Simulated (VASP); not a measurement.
# Au (I4/mmm) in VASP: notebook

Runs on Au. Level: PBEsol. Tasks: single point.

Everything below comes from runs of VASP 6.6.1. Logs are shortened: lines on timing, memory, paths and dates and some standing lists are left out, and cuts for length are marked.

## 1. The cell of the first run

Symmetry: I4/mmm, No. 139, tetragonal system. Conventional cell: a = 2.917 Å, b = 2.917 Å, c = 4.059 Å, α = 90.00°, β = 90.00°, γ = 90.00°. Au (site symmetry 4/mmm) has 12 Au at 2.89 to 2.92 Å within 3.8 Å.

## 2. Single point, PBEsol (biaxial strain in the a-b plane: +1.0 %)

The input, INCAR:

```
SYSTEM = Au
  PREC = Accurate
  ENCUT = 520
  EDIFF = 1E-7
  ISMEAR = 0
  SIGMA = 0.1
  LREAL = .FALSE.
  LASPH = .TRUE.
  NELM = 60
  ALGO = Fast
  ISIF = 2
  LWAVE = .FALSE.
  LCHARG = .FALSE.
  GGA = PS
  NBANDS = 18
```

The input, KPOINTS:

```
regular mesh
0
G
  18 18 14
  0 0 0
```

The input, POSCAR:

```
Au
1.0
    2.0622987345      2.0622987345      0.0000000000
   -2.0622987345      2.0622987345      0.0000000000
    0.0000000000      0.0000000000      4.0592573112
Au
2
Direct
    0.0000000000      0.0000000000      0.0000000000
    0.5000000000      0.5000000000      0.5000000000
```

Potentials or basis: VASP PAW PBE potentials, release 64 (Au).

Started as:

```console
> cat potpaw_PBE.64/Au/POTCAR > POTCAR
> mpirun -np 1 vasp_std > vasp.out
```

OUTCAR:

```text
SYSTEM = Au
   PREC = Accurate
   ENCUT = 520
   EDIFF = 1E-7
   ISMEAR = 0
   LREAL = .FALSE.
   LASPH = .TRUE.
   NELM = 60
   ISIF = 2
   GGA = PS

 ion  position               nearest neighbor table
   1  0.000  0.000  0.000-   2 2.89   2 2.89   2 2.89   2 2.89   2 2.89   2 2.89   2 2.89   2 2.89

   2  0.500  0.500  0.500-   1 2.89   1 2.89   1 2.89   1 2.89   1 2.89   1 2.89   1 2.89   1 2.89

  LATTYP: Found a simple tetragonal cell.
 ALAT       =     2.9165308400
 C/A-ratio  =     1.3918101792

  Lattice vectors:

 A1 = (   2.0622987345,   2.0622987345,   0.0000000000)
 A2 = (  -2.0622987345,   2.0622987345,   0.0000000000)
 A3 = (   0.0000000000,   0.0000000000,   4.0592573112)

Analysis of symmetry for initial positions (statically):
=====================================================================
 Subroutine PRICEL returns following result:

  LATTYP: Found a body centered tetragonal cell.
 ALAT       =     2.9165308400
 C/A-ratio  =     1.3918101792

  Lattice vectors:

 A1 = (   0.0000000000,  -2.0622987345,  -2.0296286556)
 A2 = (   0.0000000000,   2.0622987345,  -2.0296286556)
 A3 = (   2.0622987345,   0.0000000000,   2.0296286556)

   2 primitive cells build up your supercell.

 Routine SETGRP: Setting up the symmetry group for a
 simple tetragonal supercell.

 Subroutine GETGRP returns: Found 16 space group operations
 (whereof 16 operations were pure point group operations)
 out of a pool of 16 trial point group operations.

The static configuration has the point symmetry D_4h.

Analysis of symmetry for dynamics (positions and initial velocities):
=====================================================================
 Subroutine PRICEL returns following result:

  LATTYP: Found a body centered tetragonal cell.
 ALAT       =     2.9165308400
 C/A-ratio  =     1.3918101792

  Lattice vectors:

 A1 = (   0.0000000000,  -2.0622987345,  -2.0296286556)
 A2 = (   0.0000000000,   2.0622987345,  -2.0296286556)
 A3 = (   2.0622987345,   0.0000000000,   2.0296286556)

   2 primitive cells build up your supercell.

 Routine SETGRP: Setting up the symmetry group for a
 simple tetragonal supercell.

 Subroutine GETGRP returns: Found 16 space group operations
 (whereof 16 operations were pure point group operations)
 out of a pool of 16 trial point group operations.

The dynamic configuration has the point symmetry D_4h.

 Subroutine INISYM returns: Found 16 space group operations
 (whereof 16 operations are pure point group operations),
 and found     2 'primitive' translations

----------------------------------------------------------------------------------------

                                     Primitive cell

  volume of cell :      17.2643

  direct lattice vectors                    reciprocal lattice vectors
     0.000000000 -2.062298735 -2.029628656     0.242447901 -0.242447901 -0.246350483
     0.000000000  2.062298735 -2.029628656     0.242447901  0.242447901 -0.246350483
     2.062298735  0.000000000  2.029628656     0.484895803  0.000000000  0.000000000

  length of vectors
     2.893521825  2.893521825  2.893521825     0.422197265  0.422197265  0.484895803

  position of ions in fractional coordinates (direct lattice)
     0.000000000  0.000000000  0.000000000

  ion indices of the primitive-cell ions
   primitive index   ion index
                 1           1

----------------------------------------------------------------------------------------

 KPOINTS: regular mesh

Automatic generation of k-mesh.
 Grid dimensions read from file:
 generate k-points for:   18   18   14

 Generating k-lattice:

  Cartesian coordinates                     Fractional coordinates (reciprocal lattice)
     0.013469328  0.013469328  0.000000000     0.055555556  0.000000000  0.000000000
    -0.013469328  0.013469328  0.000000000     0.000000000  0.055555556  0.000000000
     0.000000000  0.000000000  0.017596463     0.000000000  0.000000000  0.071428571

  Length of vectors
     0.019048506  0.019048506  0.017596463

  Shift w.r.t. Gamma in fractional coordinates (k-lattice)
     0.000000000  0.000000000  0.000000000

 Subroutine IBZKPT returns following result:
 ===========================================

 Found    440 irreducible k-points:

 Following reciprocal coordinates:
            Coordinates               Weight
  0.000000  0.000000  0.000000      1.000000
  0.055556  0.000000  0.000000      4.000000
  0.111111  0.000000  0.000000      4.000000
  0.166667  0.000000  0.000000      4.000000
  0.222222  0.000000  0.000000      4.000000
  0.277778  0.000000  0.000000      4.000000
[... 16 lines left out ...]
  0.277778  0.111111  0.000000      8.000000
  0.333333  0.111111  0.000000      8.000000
 [... further k-points ...]
   k-points           NKPTS =    440   k-points in BZ     NKDIM =    440   number of bands    NBANDS=     18
   number of dos      NEDOS =    301   number of ions     NIONS =      2
   total plane-waves  NPLWV =  17280
   dimension x,y,z NGX =    24 NGY =   24 NGZ =   30
   dimension x,y,z NGXF=    48 NGYF=   48 NGZF=   60
   ions per type =               2
   NGX,Y,Z   is equivalent  to a cutoff of  13.68, 13.68, 12.29 a.u.
   NGXF,Y,Z  is equivalent  to a cutoff of  27.36, 27.36, 24.57 a.u.
 SYSTEM =  Au
   PREC   = accura    normal or accurate (medium, high low for compatibility)
   ISTART =      0    job   : 0-new  1-cont  2-samecut
   ICHARG =      2    charge: 1-file 2-atom 10-const
   ISPIN  =      1    spin polarized calculation?
   LNONCOLLINEAR =      F non collinear calculations
   LSORBIT =      F    spin-orbit coupling
   LASPH  =      T    aspherical Exc in radial PAW
   ENCUT  =  520.0 eV  38.22 Ry    6.18 a.u.   5.42  5.42  7.55*2*pi/ulx,y,z
   NELM   =     60;   NELMIN=  2; NELMDL= -5     # of ELM steps
   EDIFF  = 0.1E-06   stopping-criterion for ELM
   LREAL  =      F    real-space projection
   EDIFFG = 0.1E-05   stopping-criterion for IOM
   NSW    =      0    number of steps for IOM
   IBRION =     -1    ionic relax: 0-MD 1-quasi-New 2-CG
   NFREE  =      0    steps in history (QN), initial steepest desc. (CG)
   ISIF   =      2    stress and relaxation
   ISYM   =      2    0-nonsym 1-usesym 2-fastsym
   POTIM  = 0.5000    time-step for ionic-motion
   TEBEG  =    0.0;   TEEND  =   0.0 temperature during run
   PSTRESS=    0.0 pullay stress
   NELECT =      22.0000    total number of electrons
   NUPDOWN=      -1.0000    fix difference up-down
   EMIN   =  10.00;   EMAX   =-10.00  energy-range for DOS
   EFERMI =   0.00;   METHOD = LEGACY
   ISMEAR =     0;   SIGMA  =   0.10  broadening in eV -4-tet -1-fermi 0-gaus
   EFERMI_NEDOS =   21; number of points for ismear=-14 and -15
   IALGO  =     68    algorithm
   IMIX   =      4    mixing-type and parameters
     AMIX     =   0.40;   BMIX     =  1.00
     AMIX_MAG =   1.60;   BMIX_MAG =  1.00
  volume/ion in A,a.u.               =      17.26       116.51
  Fermi-wavevector in a.u.,A,eV,Ry     =   1.408713  2.662081 27.000380  1.984472
  Thomas-Fermi vector in A             =   2.530843
   LORBIT       =      0    0 simple, 1 ext, 2 COOP (PROOUT), +10 PAW based schemes
   GGA     = PS    functional components
   LHFCALC =     F    Hartree Fock is set to
   AEXX    =    0.0000 exact exchange contribution
   IVDW    =     0    specifies the selected vdW correction
   LEPSILON=     F    determine dielectric tensor
   LRPA    =     F    only Hartree local field effects (RPA)
 non-spin polarized calculation
 RMM-DIIS sequential band-by-band and
 Gauss-broadening in eV      SIGMA  =   0.10
  energy-cutoff  :      520.00
  volume of cell :       34.53
 maximum number of plane-waves:       947
 NGX is ok and might be reduce to    24
   NGX = 11   NGY = 11   NGZ = 15

 number of electron      21.9999995 magnetization

 Free energy of the ion-electron system (eV)
  ---------------------------------------------------
  ext. energy  EPLUGINS =         0.00000000
  ---------------------------------------------------
  free energy    TOTEN  =        -7.84610310 eV

  energy without entropy =       -7.84389035  energy(sigma->0) =       -7.84499672

 E-fermi :   9.0667     XC(G=0): -12.8082

 val. band max:        9.0445500779   @ k =   0.4444   0.4444   0.0000
 cond. band min:       9.0700518430   @ k =   0.5000   0.2222   0.0714
 fundamental gap:      0.0255017651
 Fermi energy:         9.0667393628

 k-point     1 :       0.0000    0.0000    0.0000
  band No.  band energies     occupation
      1      -0.7207      2.00000
      2       2.1275      2.00000
      3       2.4311      2.00000
      4       4.4071      2.00000
      5       4.4071      2.00000
      6       4.5470      2.00000
[... 10 lines left out ...]
     17      25.9220      0.00000
     18      27.4359      0.00000

 k-point     2 :       0.0556    0.0000    0.0000
  band No.  band energies     occupation
      1      -0.6501      2.00000
      2       2.1731      2.00000
      3       2.4705      2.00000
      4       4.3819      2.00000
      5       4.4292      2.00000
      6       4.5767      2.00000
[... 10 lines left out ...]
     17      26.1919      0.00000
     18      27.0210      0.00000

 k-point     3 :       0.1111    0.0000    0.0000
  band No.  band energies     occupation
      1      -0.4415      2.00000
      2       2.2934      2.00000
      3       2.5978      2.00000
      4       4.3112      2.00000
      5       4.4949      2.00000
      6       4.6583      2.00000
[... 10 lines left out ...]
     17      26.0381      0.00000
     18      26.6508      0.00000

 k-point     4 :       0.1667    0.0000    0.0000
  band No.  band energies     occupation
      1      -0.1037      2.00000
      2       2.4525      2.00000
      3       2.8262      2.00000
      4       4.2081      2.00000
      5       4.6026      2.00000
      6       4.7641      2.00000
[... 10 lines left out ...]
     17      24.8985      0.00000
     18      26.7691      0.00000

 k-point     5 :       0.2222    0.0000    0.0000
  band No.  band energies     occupation
      1       0.3475      2.00000
      2       2.6307      2.00000
      3       3.1352      2.00000
      4       4.0906      2.00000
      5       4.7494      2.00000
      6       4.8438      2.00000
[... 10 lines left out ...]
     17      24.2843      0.00000
     18      26.5271      0.00000

 k-point     6 :       0.2778    0.0000    0.0000
  band No.  band energies     occupation
      1       0.8881      2.00000
      2       2.8238      2.00000
      3       3.4698      2.00000
      4       3.9795      2.00000
      5       4.8464      2.00000
      6       4.9316      2.00000
[... 10 lines left out ...]
     17      23.8631      0.00000
     18      26.1829      0.00000

 k-point     7 :       0.3333    0.0000    0.0000
  band No.  band energies     occupation
      1       1.4843      2.00000
      2       3.0187      2.00000
      3       3.7649      2.00000
      4       3.8946      2.00000
      5       4.6945      2.00000
      6       4.7617      2.00000
[... 10 lines left out ...]
     17      23.0174      0.00000
     18      25.8320      0.00000

 k-point     8 :       0.3889    0.0000    0.0000
  band No.  band energies     occupation
      1       2.0887      2.00000
      2       3.1793      2.00000
      3       3.8535      2.00000
      4       3.9721      2.00000
      5       4.3660      2.00000
      6       4.6128      2.00000
[... 10 lines left out ...]
     17      24.2663      0.00000
     18      25.5508      0.00000
[... 229 lines left out ...]
     17      24.6941      0.00000
     18      24.6941      0.00000

 k-point    20 :       0.1111    0.1111    0.0000
  band No.  band energies     occupation
      1      -0.1664      2.00000
      2       2.4795      2.00000
      3       2.7392      2.00000
      4       4.1340      2.00000
      5       4.6691      2.00000
      6       4.7880      2.00000
[... 10 lines left out ...]
     17      26.1480      0.00000
     18      26.9056      0.00000

 k-point    21 :       0.1667    0.1111    0.0000
  band No.  band energies     occupation
      1       0.1648      2.00000
      2       2.6529      2.00000
      3       2.9441      2.00000
      4       4.0006      2.00000
      5       4.8120      2.00000
      6       4.9128      2.00000
[... 10 lines left out ...]
     17      25.2606      0.00000
     18      26.6997      0.00000

 k-point    22 :       0.2222    0.1111    0.0000
  band No.  band energies     occupation
      1       0.6037      2.00000
      2       2.8363      2.00000
      3       3.2277      2.00000
      4       3.8649      2.00000
      5       4.9640      2.00000
      6       4.9826      2.00000
[... 10 lines left out ...]
     17      24.6335      0.00000
     18      26.4335      0.00000

 k-point    23 :       0.2778    0.1111    0.0000
  band No.  band energies     occupation
      1       1.1240      2.00000
      2       3.0354      2.00000
      3       3.5121      2.00000
      4       3.7421      2.00000
      5       4.7162      2.00000
      6       4.8548      2.00000
[... 10 lines left out ...]
     17      24.0110      0.00000
     18      26.7888      0.00000

 k-point    24 :       0.3333    0.1111    0.0000
  band No.  band energies     occupation
      1       1.6897      2.00000
      2       3.2516      2.00000
      3       3.6485      2.00000
      4       3.7011      2.00000
      5       4.3475      2.00000
      6       4.6685      2.00000
[... 10 lines left out ...]
     17      22.9805      0.00000
     18      25.9366      0.00000

 [... further k-points ...]

------------------------ aborting loop because EDIFF is reached ----------------------------------------

  FORCE on cell =-STRESS in cart. coord.  units (eV):
  Direction    XX          YY          ZZ          XY          YZ          ZX
  --------------------------------------------------------------------------------------
  -------------------------------------------------------------------------------------
  Total       -0.5858266     -0.5858266     -0.5882739      0.0000000      0.0000000      0.0000000
  in kB      -27.1831590    -27.1831590    -27.2967203      0.0000000      0.0000000      0.0000000
  external PRESSURE =     -27.2210127 kB  Pullay stress =       0.0000000 kB

 VOLUME and BASIS-vectors are now :
 -----------------------------------------------------------------------------
  energy-cutoff  :      520.00
  volume of cell :       34.53
      direct lattice vectors                 reciprocal lattice vectors
     2.062298735  2.062298735  0.000000000     0.242447901  0.242447901  0.000000000
    -2.062298735  2.062298735  0.000000000    -0.242447901  0.242447901  0.000000000
     0.000000000  0.000000000  4.059257311     0.000000000  0.000000000  0.246350483

 POSITION                                       TOTAL-FORCE (eV/Angst)
 -----------------------------------------------------------------------------------
      0.00000      0.00000      0.00000        -0.000000      0.000000      0.000000
      0.00000      2.06230      2.02963         0.000000     -0.000000     -0.000000
 -----------------------------------------------------------------------------------
    total drift:                               -0.000000      0.000000     -0.000000

  FREE ENERGIE OF THE ION-ELECTRON SYSTEM (eV)
  ---------------------------------------------------
  free  energy   TOTEN  =        -7.8461030957 eV

  energy  without entropy=       -7.8438903525  energy(sigma->0) =       -7.84499672
```

Wall time 4.4 min (1 thread of Intel Xeon 8259CL, shared host); peak memory 0.32 GiB.

Results:

```
Free energy            : -7.8461 eV
Pressure               : -2.7 GPa
Band gap on the k mesh : zero (band 11 reaches 13.58 eV, above the bottom of band 12 at 6.45 eV)
```

Levels at points of the mesh, in eV from the Fermi level:
| k point | band 7 | band 8 | band 9 | band 10 | band 11 | band 12 | band 13 | band 14 | band 15 | band 16 |
| --- | --- | --- | --- | --- | --- | --- | --- | --- | --- | --- |
| (0.00, 0.00, 0.00) | -3.20 | -3.04 | -1.99 | -1.62 | -1.62 | 1.17 | 5.88 | 9.73 | 9.73 | 14.52 |
| (0.50, 0.00, 0.00) | -3.73 | -3.73 | -3.17 | -3.17 | -0.38 | -0.38 | 8.62 | 8.62 | 10.24 | 10.24 |
| (0.50, 0.50, 0.00) | -1.69 | -1.69 | -1.58 | -1.58 | 0.90 | 0.90 | 5.51 | 5.51 | 9.99 | 9.99 |
| (0.00, 0.00, 0.50) | -3.44 | -3.44 | -3.44 | -3.44 | -2.62 | -2.62 | 14.57 | 14.57 | 14.57 | 14.57 |
| (0.50, 0.00, 0.50) | -1.98 | -1.98 | -1.91 | -1.91 | -0.97 | -0.97 | 2.98 | 2.98 | 13.94 | 13.94 |
| (0.50, 0.50, 0.50) | -3.26 | -3.26 | -1.68 | -1.68 | 4.47 | 4.47 | 6.24 | 6.24 | 6.24 | 6.24 |

Caveat: the cell differs from its parent crystal (biaxial strain in the a-b plane: +1.0 %); the PAW data sets were made with another functional, which shifts forces and pressure a little; spin-orbit coupling is left out, which moves the levels of the heavy elements.

(Part 1 of 2 ends here.)
